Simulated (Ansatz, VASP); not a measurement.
## Two plane-wave programs on EuI3

```
CELL_PARAMETERS angstrom
0.00000 3.67322 3.67322
3.67322 0.00000 3.67322
3.67322 3.67322 0.00000
ATOMIC_POSITIONS crystal
Eu 0.00000 0.00000 0.00000
I 0.50000 0.50000 0.50000
I 0.25000 0.25000 0.25000
I 0.75000 0.75000 0.75000
```

Alike in both runs: task single point; functional PBE; k mesh 6 × 6 × 6; occupations fermi-dirac, width 0.05 eV; collinear spin.

```csv
,VASP,Ansatz
version,VASP 6.6.1,Ansatz 0.2.0
potentials or method,"VASP PAW PBE potentials, release 64 (Eu, I)",Ansatz PAW
plane-wave cutoff (eV),520,420
valence electrons in the cell,38,68
```

Ansatz gave:

* gap on the k mesh at the Fermi level (eV): none
* pressure (GPa): 23.1
* net moment per atom (μB): 1.54
* size of the moment on the site where the two differ most (μB): 6.59

**Question.** Estimate VASP's values.

**Answer.** gap on the k mesh at the Fermi level (eV): none; pressure (GPa): 23.1; net moment per atom (μB): 1.54; size of the moment on the site where the two differ most (μB): 6.41.

Site moments also hang on the region over which each program counts them. A gap of «none» marks a metal or a gap that the smearing closes. With one functional, cell and mesh, what is left measures potentials, basis and numerics. VASP's potentials hold 38 valence electrons a cell and Ansatz's 68, so a difference there can come from the potentials and not from the codes.

Spin-orbit coupling is off throughout.
